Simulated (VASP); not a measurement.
# HgTe in VASP: a series of runs

HgTe is run at these levels: PBE; tasks: single point.

Everything below comes from runs of VASP 6.6.1. Logs are shortened: lines on timing, memory, paths and dates and some standing lists are left out, and cuts for length are marked.

### 1 The cell of the first run

The cell holds a wire or tube with vacuum around it, 2 atoms: a = 9.000 Å, b = 9.300 Å, c = 5.185 Å, α = 90.00°, β = 90.00°, γ = 90.00°.

### 2 Single point, PBE, collinear spin

Input file INCAR:

```
SYSTEM = HgTe
ALGO = Normal
EDIFF = 1E-6
ENCUT = 520
GGA = PE
ISIF = 2
ISMEAR = 0
ISPIN = 2
LASPH = .TRUE.
LCHARG = .FALSE.
LORBIT = 11
LREAL = .FALSE.
LWAVE = .FALSE.
MAGMOM = 0.5 0.5
NBANDS = 20
NELM = 150
PREC = Accurate
SIGMA = 0.05
```

Input file KPOINTS:

```
k-points
0
G
  1 1 13
  0 0 0
```

Input file POSCAR:

```
HgTe
1.0
    9.0000000000      0.0000000000      0.0000000000
    0.0000000000      9.3000000000      0.0000000000
    0.0000000000      0.0000000000      5.1853565831
Hg Te
1 1
Direct
    0.5000000000      0.5000000000      0.0000000000
    0.5000000000      0.5000000000      0.5000000000
```

Potentials or basis: VASP PAW PBE potentials, release 64 (Hg, Te).

Command:

```console
cat potpaw_PBE.64/Hg/POTCAR potpaw_PBE.64/Te/POTCAR > POTCAR
mpirun -np 1 vasp_std > vasp.out
```

OUTCAR:

```text
SYSTEM = HgTe
   EDIFF = 1E-6
   ENCUT = 520
   GGA = PE
   ISIF = 2
   ISMEAR = 0
   ISPIN = 2
   LASPH = .TRUE.
   LORBIT = 11
   LREAL = .FALSE.
   NELM = 150
   PREC = Accurate

 ion  position               nearest neighbor table
   1  0.500  0.500  0.000-   2 2.59   2 2.59
   2  0.500  0.500  0.500-   1 2.59   1 2.59

  LATTYP: Found a simple orthorhombic cell.
 ALAT       =     5.1853565831
 B/A-ratio  =     1.7356569130
 C/A-ratio  =     1.7935121435

  Lattice vectors:

 A1 = (   0.0000000000,   0.0000000000,   5.1853565831)
 A2 = (   9.0000000000,   0.0000000000,   0.0000000000)
 A3 = (   0.0000000000,   9.3000000000,   0.0000000000)

Analysis of symmetry for initial positions (statically):
=====================================================================
 Subroutine PRICEL returns:
 Original cell was already a primitive cell.

 Routine SETGRP: Setting up the symmetry group for a
 simple orthorhombic supercell.

 Subroutine GETGRP returns: Found  8 space group operations
 (whereof  8 operations were pure point group operations)
 out of a pool of  8 trial point group operations.

The static configuration has the point symmetry D_2h.

Analysis of symmetry for dynamics (positions and initial velocities):
=====================================================================
 Subroutine PRICEL returns:
 Original cell was already a primitive cell.

 Routine SETGRP: Setting up the symmetry group for a
 simple orthorhombic supercell.

 Subroutine GETGRP returns: Found  8 space group operations
 (whereof  8 operations were pure point group operations)
 out of a pool of  8 trial point group operations.

The dynamic configuration has the point symmetry D_2h.

Analysis of structural, dynamic, and magnetic symmetry:
=====================================================================
 Subroutine PRICEL returns:
 Original cell was already a primitive cell.

 Routine SETGRP: Setting up the symmetry group for a
 simple orthorhombic supercell.

 Subroutine GETGRP returns: Found  8 space group operations
 (whereof  8 operations were pure point group operations)
 out of a pool of  8 trial point group operations.

The overall configuration has the point symmetry D_2h.

 Subroutine INISYM returns: Found  8 space group operations
 (whereof  8 operations are pure point group operations),
 and found     1 'primitive' translations

----------------------------------------------------------------------------------------

                                     Primitive cell

  volume of cell :     434.0143

  direct lattice vectors                    reciprocal lattice vectors
     9.000000000  0.000000000  0.000000000     0.111111111  0.000000000  0.000000000
     0.000000000  9.300000000  0.000000000     0.000000000  0.107526882  0.000000000
     0.000000000  0.000000000  5.185356583     0.000000000  0.000000000  0.192850768

  length of vectors
     9.000000000  9.300000000  5.185356583     0.111111111  0.107526882  0.192850768

  position of ions in fractional coordinates (direct lattice)
     0.500000000  0.500000000  0.000000000
     0.500000000  0.500000000  0.500000000

  ion indices of the primitive-cell ions
   primitive index   ion index
                 1           1
                 2           2

----------------------------------------------------------------------------------------

 KPOINTS: k-points

Automatic generation of k-mesh.
 Grid dimensions read from file:
 generate k-points for:    1    1   13

 Generating k-lattice:

  Cartesian coordinates                     Fractional coordinates (reciprocal lattice)
     0.111111111  0.000000000  0.000000000     1.000000000  0.000000000  0.000000000
     0.000000000  0.107526882  0.000000000     0.000000000  1.000000000  0.000000000
     0.000000000  0.000000000  0.014834674     0.000000000  0.000000000  0.076923077

  Length of vectors
     0.111111111  0.107526882  0.014834674

  Shift w.r.t. Gamma in fractional coordinates (k-lattice)
     0.000000000  0.000000000  0.000000000

 Subroutine IBZKPT returns following result:
 ===========================================

 Found      7 irreducible k-points:

 Following reciprocal coordinates:
            Coordinates               Weight
  0.000000  0.000000  0.000000      1.000000
  0.000000  0.000000  0.076923      2.000000
  0.000000  0.000000  0.153846      2.000000
  0.000000  0.000000  0.230769      2.000000
  0.000000  0.000000  0.307692      2.000000
  0.000000  0.000000  0.384615      2.000000
  0.000000  0.000000  0.461538      2.000000
   k-points           NKPTS =      7   k-points in BZ     NKDIM =      7   number of bands    NBANDS=     20
   number of dos      NEDOS =    301   number of ions     NIONS =      2
   total plane-waves  NPLWV = 196000
   dimension x,y,z NGX =    70 NGY =   70 NGZ =   40
   dimension x,y,z NGXF=   140 NGYF=  140 NGZF=   80
   ions per type =               1   1
   NGX,Y,Z   is equivalent  to a cutoff of  12.93, 12.51, 12.82 a.u.
   NGXF,Y,Z  is equivalent  to a cutoff of  25.86, 25.03, 25.65 a.u.
 SYSTEM =  HgTe
   PREC   = accura    normal or accurate (medium, high low for compatibility)
   ISTART =      0    job   : 0-new  1-cont  2-samecut
   ICHARG =      2    charge: 1-file 2-atom 10-const
   ISPIN  =      2    spin polarized calculation?
   LNONCOLLINEAR =      F non collinear calculations
   LSORBIT =      F    spin-orbit coupling
   LASPH  =      T    aspherical Exc in radial PAW
   ENCUT  =  520.0 eV  38.22 Ry    6.18 a.u.  16.73 17.29  9.64*2*pi/ulx,y,z
   NELM   =    150;   NELMIN=  2; NELMDL= -5     # of ELM steps
   EDIFF  = 0.1E-05   stopping-criterion for ELM
   LREAL  =      F    real-space projection
   EDIFFG = 0.1E-04   stopping-criterion for IOM
   NSW    =      0    number of steps for IOM
   IBRION =     -1    ionic relax: 0-MD 1-quasi-New 2-CG
   NFREE  =      0    steps in history (QN), initial steepest desc. (CG)
   ISIF   =      2    stress and relaxation
   ISYM   =      2    0-nonsym 1-usesym 2-fastsym
   POTIM  = 0.5000    time-step for ionic-motion
   TEBEG  =    0.0;   TEEND  =   0.0 temperature during run
   PSTRESS=    0.0 pullay stress
   NELECT =      18.0000    total number of electrons
   NUPDOWN=      -1.0000    fix difference up-down
   EMIN   =  10.00;   EMAX   =-10.00  energy-range for DOS
   EFERMI =   0.00;   METHOD = LEGACY
   ISMEAR =     0;   SIGMA  =   0.05  broadening in eV -4-tet -1-fermi 0-gaus
   EFERMI_NEDOS =   21; number of points for ismear=-14 and -15
   IALGO  =     38    algorithm
   IMIX   =      4    mixing-type and parameters
     AMIX     =   0.40;   BMIX     =  1.00
     AMIX_MAG =   1.60;   BMIX_MAG =  1.00
  volume/ion in A,a.u.               =     217.01      1464.44
  Fermi-wavevector in a.u.,A,eV,Ry     =   0.566671  1.070853  4.369048  0.321116
  Thomas-Fermi vector in A             =   1.605164
   LORBIT       =     11    0 simple, 1 ext, 2 COOP (PROOUT), +10 PAW based schemes
   GGA     = PE    functional components
   LHFCALC =     F    Hartree Fock is set to
   AEXX    =    0.0000 exact exchange contribution
   IVDW    =     0    specifies the selected vdW correction
   LEPSILON=     F    determine dielectric tensor
   LRPA    =     F    only Hartree local field effects (RPA)
 spin polarized calculation
 Gauss-broadening in eV      SIGMA  =   0.05
  energy-cutoff  :      520.00
  volume of cell :      434.01
 maximum number of plane-waves:     11702
 NGX is ok and might be reduce to    70
   NGX = 33   NGY = 35   NGZ = 19

 number of electron      18.0000001 magnetization       0.4615306

 Free energy of the ion-electron system (eV)
  ---------------------------------------------------
  ext. energy  EPLUGINS =         0.00000000
  ---------------------------------------------------
  free energy    TOTEN  =        -2.16891478 eV

  energy without entropy =       -2.16456614  energy(sigma->0) =       -2.16674046

 E-fermi :  -4.2087     XC(G=0):  -2.4192

 val. band max:       -4.2092460314   @ k =   0.0000   0.0000   0.3846
 cond. band min:      -4.2080614370   @ k =   0.0000   0.0000   0.3846
 fundamental gap:      0.0011845945
 Fermi energy:        -4.2086739704

 spin component 1

 k-point     1 :       0.0000    0.0000    0.0000
  band No.  band energies     occupation
      1     -15.3068      1.00000
      2     -10.7775      1.00000
      3     -10.7771      1.00000
      4     -10.3640      1.00000
      5     -10.3639      1.00000
      6     -10.1578      1.00000
[... 12 lines left out ...]
     19       4.4321      0.00000
     20       4.4462      0.00000

 k-point     2 :       0.0000    0.0000    0.0769
  band No.  band energies     occupation
      1     -15.2698      1.00000
      2     -10.7856      1.00000
      3     -10.7853      1.00000
      4     -10.3639      1.00000
      5     -10.3639      1.00000
      6     -10.2470      1.00000
[... 12 lines left out ...]
     19       4.2668      0.00000
     20       4.3525      0.00000

 k-point     3 :       0.0000    0.0000    0.1538
  band No.  band energies     occupation
      1     -15.1607      1.00000
      2     -10.8079      1.00000
      3     -10.8075      1.00000
      4     -10.5163      1.00000
      5     -10.3638      1.00000
      6     -10.3638      1.00000
[... 12 lines left out ...]
     19       4.0756      0.00000
     20       4.2814      0.00000

 k-point     4 :       0.0000    0.0000    0.2308
  band No.  band energies     occupation
      1     -14.9861      1.00000
      2     -10.9406      1.00000
      3     -10.8386      1.00000
      4     -10.8383      1.00000
      5     -10.3636      1.00000
      6     -10.3636      1.00000
[... 12 lines left out ...]
     19       3.5270      0.00000
     20       4.3992      0.00000

 k-point     5 :       0.0000    0.0000    0.3077
  band No.  band energies     occupation
      1     -14.7619      1.00000
      2     -11.4377      1.00000
      3     -10.8705      1.00000
      4     -10.8702      1.00000
      5     -10.3634      1.00000
      6     -10.3634      1.00000
[... 12 lines left out ...]
     19       3.4571      0.00000
     20       3.9497      0.00000

 k-point     6 :       0.0000    0.0000    0.3846
  band No.  band energies     occupation
      1     -14.5244      1.00000
      2     -11.8964      1.00000
      3     -10.8964      1.00000
      4     -10.8961      1.00000
      5     -10.3632      1.00000
      6     -10.3632      1.00000
[... 12 lines left out ...]
     19       3.4588      0.00000
     20       3.6726      0.00000

 k-point     7 :       0.0000    0.0000    0.4615
  band No.  band energies     occupation
      1     -14.3527      1.00000
      2     -12.1893      1.00000
      3     -10.9108      1.00000
      4     -10.9105      1.00000
      5     -10.3631      1.00000
      6     -10.3631      1.00000
[... 12 lines left out ...]
     19       3.5050      0.00000
     20       3.5501      0.00000
 Fermi energy:        -4.2086739704

 spin component 2

 k-point     1 :       0.0000    0.0000    0.0000
  band No.  band energies     occupation
      1     -15.1191      1.00000
      2     -10.7557      1.00000
      3     -10.7555      1.00000
      4     -10.3570      1.00000
      5     -10.3570      1.00000
      6     -10.1127      1.00000
[... 12 lines left out ...]
     19       4.4916      0.00000
     20       4.5511      0.00000

 k-point     2 :       0.0000    0.0000    0.0769
  band No.  band energies     occupation
      1     -15.0810      1.00000
      2     -10.7634      1.00000
      3     -10.7632      1.00000
      4     -10.3570      1.00000
      5     -10.3569      1.00000
      6     -10.1989      1.00000
[... 12 lines left out ...]
     19       4.3403      0.00000
     20       4.4361      0.00000

 k-point     3 :       0.0000    0.0000    0.1538
  band No.  band energies     occupation
      1     -14.9684      1.00000
      2     -10.7843      1.00000
      3     -10.7841      1.00000
      4     -10.4615      1.00000
      5     -10.3569      1.00000
      6     -10.3568      1.00000
[... 12 lines left out ...]
     19       4.1110      0.00000
     20       4.3478      0.00000

 k-point     4 :       0.0000    0.0000    0.2308
  band No.  band energies     occupation
      1     -14.7869      1.00000
      2     -10.8818      1.00000
      3     -10.8132      1.00000
      4     -10.8131      1.00000
      5     -10.3567      1.00000
      6     -10.3566      1.00000
[... 12 lines left out ...]
     19       3.5496      0.00000
     20       4.4576      0.00000

 k-point     5 :       0.0000    0.0000    0.3077
  band No.  band energies     occupation
      1     -14.5509      1.00000
      2     -11.3837      1.00000
      3     -10.8433      1.00000
      4     -10.8431      1.00000
      5     -10.3565      1.00000
      6     -10.3564      1.00000
[... 12 lines left out ...]
     19       3.4973      0.00000
     20       4.0179      0.00000

 k-point     6 :       0.0000    0.0000    0.3846
  band No.  band energies     occupation
      1     -14.2950      1.00000
      2     -11.8574      1.00000
      3     -10.8678      1.00000
      4     -10.8676      1.00000
      5     -10.3563      1.00000
      6     -10.3563      1.00000
[... 12 lines left out ...]
     19       3.5083      0.00000
     20       3.7262      0.00000

 k-point     7 :       0.0000    0.0000    0.4615
  band No.  band energies     occupation
      1     -14.1031      1.00000
      2     -12.1692      1.00000
      3     -10.8814      1.00000
      4     -10.8812      1.00000
      5     -10.3562      1.00000
      6     -10.3562      1.00000
[... 12 lines left out ...]
     19       3.5760      0.00000
     20       3.6287      0.00000

------------------------ aborting loop because EDIFF is reached ----------------------------------------

  FORCE on cell =-STRESS in cart. coord.  units (eV):
  Direction    XX          YY          ZZ          XY          YZ          ZX
  --------------------------------------------------------------------------------------
  -------------------------------------------------------------------------------------
  Total        0.0255199      0.0137798      4.6081442      0.0000000      0.0000000      0.0000000
  in kB        0.0942076      0.0508685     17.0111064      0.0000000      0.0000000      0.0000000
  external PRESSURE =       5.7187275 kB  Pullay stress =       0.0000000 kB

 VOLUME and BASIS-vectors are now :
 -----------------------------------------------------------------------------
  energy-cutoff  :      520.00
  volume of cell :      434.01
      direct lattice vectors                 reciprocal lattice vectors
     9.000000000  0.000000000  0.000000000     0.111111111  0.000000000  0.000000000
     0.000000000  9.300000000  0.000000000     0.000000000  0.107526882  0.000000000
     0.000000000  0.000000000  5.185356583     0.000000000  0.000000000  0.192850768

 POSITION                                       TOTAL-FORCE (eV/Angst)
 -----------------------------------------------------------------------------------
      4.50000      4.65000      0.00000         0.000000      0.000000      0.000000
      4.50000      4.65000      2.59268         0.000000      0.000000      0.000000
 -----------------------------------------------------------------------------------
    total drift:                                0.000000      0.000000      0.000000

  FREE ENERGIE OF THE ION-ELECTRON SYSTEM (eV)
  ---------------------------------------------------
  free  energy   TOTEN  =        -2.1689147789 eV

  energy  without entropy=       -2.1645661394  energy(sigma->0) =       -2.16674046

 total charge

# of ion       s       p       d       tot
------------------------------------------
    1        0.906   0.269   9.341  10.515
    2        1.375   1.971   0.029   3.376
--------------------------------------------------
tot          2.281   2.240   9.370  13.891

 magnetization (x)

# of ion       s       p       d       tot
------------------------------------------
    1       -0.004  -0.006   0.025   0.015
    2        0.005   0.219   0.000   0.224
--------------------------------------------------
tot          0.000   0.213   0.025   0.239
```

It took 93 s on 1 thread of Intel Xeon 6975P-C (Granite Rapids), shared host; peak memory 0.64 GiB.

What came out:

| Quantity | Value |
| --- | --- |
| Free energy | -2.1689 eV |
| Net moment | 0.46 μB per cell |
| Site moments | Hg +0.01; Te +0.22 μB |
| Valence electrons inside the program's atomic spheres | Hg 10.52; Te 3.38 |

Levels at points of the mesh, in eV from the Fermi level:
Spin up:
| k point | band 7 | band 8 | band 9 | band 10 | band 11 | band 12 |
| --- | --- | --- | --- | --- | --- | --- |
| (0.00, 0.00, 0.00) | -2.46 | -1.16 | -1.04 | -1.04 | 4.44 | 5.13 |
Spin down:
| k point | band 7 | band 8 | band 9 | band 10 | band 11 | band 12 |
| --- | --- | --- | --- | --- | --- | --- |
| (0.00, 0.00, 0.00) | -2.36 | -1.11 | -0.74 | -0.74 | 4.48 | 5.20 |

Caveat: spin-orbit coupling is left out, which moves the levels of the heavy elements.

### 3 Single point, PBE, collinear spin

This run uses another cell than the first one.

Input file INCAR:

```
SYSTEM = HgTe
  PREC = Accurate
  ENCUT = 520
  EDIFF = 1E-7
  ISMEAR = 0
  SIGMA = 0.05
  LREAL = .False.
  LASPH = .True.
  NELM = 150
  ALGO = Normal
  ISIF = 2
  LWAVE = .False.
  LCHARG = .False.
  ISPIN = 2
  MAGMOM = 0.5 0.5
  LORBIT = 11
  GGA = PE
  NBANDS = 20
```

Input file KPOINTS:

```
Automatic mesh
0
Gamma
  1 1 13
  0 0 0
```

Input file POSCAR:

```
HgTe
1.0
    9.0000000000      0.0000000000      0.0000000000
    0.0000000000      9.3000000000      0.0000000000
    0.0000000000      0.0000000000      5.3880958478
Hg Te
1 1
Direct
    0.5000000000      0.5000000000     -0.0175023151
    0.5000000000      0.5000000000      0.4825023151
```

Potentials or basis: VASP PAW PBE potentials, release 64 (Hg, Te).

Command:

```console
cat potpaw_PBE.64/Hg/POTCAR potpaw_PBE.64/Te/POTCAR > POTCAR
mpirun -np 1 vasp_std > vasp.out
```

It took 95 s on 1 thread of Intel Xeon 6975P-C (Granite Rapids), shared host; peak memory 0.65 GiB.

Results (log left out):

| Item | Value |
| --- | --- |
| Free energy | -2.2559 eV |
| Net moment | 0.46 μB per cell |
| Site moments | Hg +0.01; Te +0.23 μB |
| Valence electrons inside the program's atomic spheres | Hg 10.45; Te 3.33 |

Levels at points of the mesh, in eV from the Fermi level:
Spin up:
```
           k point  band 6  band 7  band 8  band 9  band 10  band 11  band 12  band 13
(0.00, 0.00, 0.00)   -5.95   -2.32   -1.51   -0.88    -0.88     4.46     4.94     4.97
```
Spin down:
| k point | band 7 | band 8 | band 9 | band 10 | band 11 | band 12 |
| --- | --- | --- | --- | --- | --- | --- |
| (0.00, 0.00, 0.00) | -2.23 | -1.47 | -0.58 | -0.58 | 4.50 | 5.00 |

Caveat: spin-orbit coupling is left out, which moves the levels of the heavy elements.

### 4 Single point, PBE, collinear spin

This run uses another cell than the first one.

INCAR is that of step 3.

KPOINTS is that of step 3.

Input file POSCAR:

```
HgTe
1.0
    9.0000000000      0.0000000000      0.0000000000
    0.0000000000      9.3000000000      0.0000000000
    0.0000000000      0.0000000000      5.3905734757
Hg Te
1 1
Direct
    0.5000000000      0.5000000000      0.0000000000
    0.5000000000      0.5000000000      0.5000000000
```

Command:

```console
cat potpaw_PBE.64/Hg/POTCAR potpaw_PBE.64/Te/POTCAR > POTCAR
mpirun -np 1 vasp_std > vasp.out
```

Wall time 1.9 min (1 thread of Intel Xeon 6975P-C (Granite Rapids), shared host); peak memory 0.65 GiB.

It converged, with:

| Item | Value |
| --- | --- |
| Free energy | -2.2560 eV |
| Net moment | 0.46 μB per cell |
| Site moments | Hg +0.01; Te +0.23 μB |
| Valence electrons inside the program's atomic spheres | Hg 10.45; Te 3.33 |

Levels at points of the mesh, in eV from the Fermi level:
Spin up:
| k point | band 6 | band 7 | band 8 | band 9 | band 10 | band 11 | band 12 | band 13 |
| --- | --- | --- | --- | --- | --- | --- | --- | --- |
| (0.00, 0.00, 0.00) | -5.95 | -2.32 | -1.51 | -0.88 | -0.88 | 4.46 | 4.94 | 4.97 |
Spin down:
```
           k point  band 6  band 7  band 8  band 9  band 10  band 11  band 12  band 13
(0.00, 0.00, 0.00)   -5.91   -2.22   -1.48   -0.58    -0.58     4.50     5.00     5.03
```

Caveat: spin-orbit coupling is left out, which moves the levels of the heavy elements.

### 5 Overview

```tsv
cell	gap on the mesh (eV)	moment (μB)
a = 9.000, b = 9.300, c = 5.185 Å, 2 atoms	none	0.46
a = 9.000, b = 9.300, c = 5.388 Å, 2 atoms	none	0.46
a = 9.000, b = 9.300, c = 5.391 Å, 2 atoms	none	0.46
```

Alike in all rows: task single point; level PBE; potentials or basis VASP PAW PBE potentials, release 64 (Hg, Te); spin collinear; k mesh 1 × 1 × 13; cutoff (eV) 520; smearing gaussian 0.05 eV.

Caveats: spin-orbit coupling is left out, which moves the levels of the heavy elements.

Absolute energies hang on the potentials; compare differences alone.
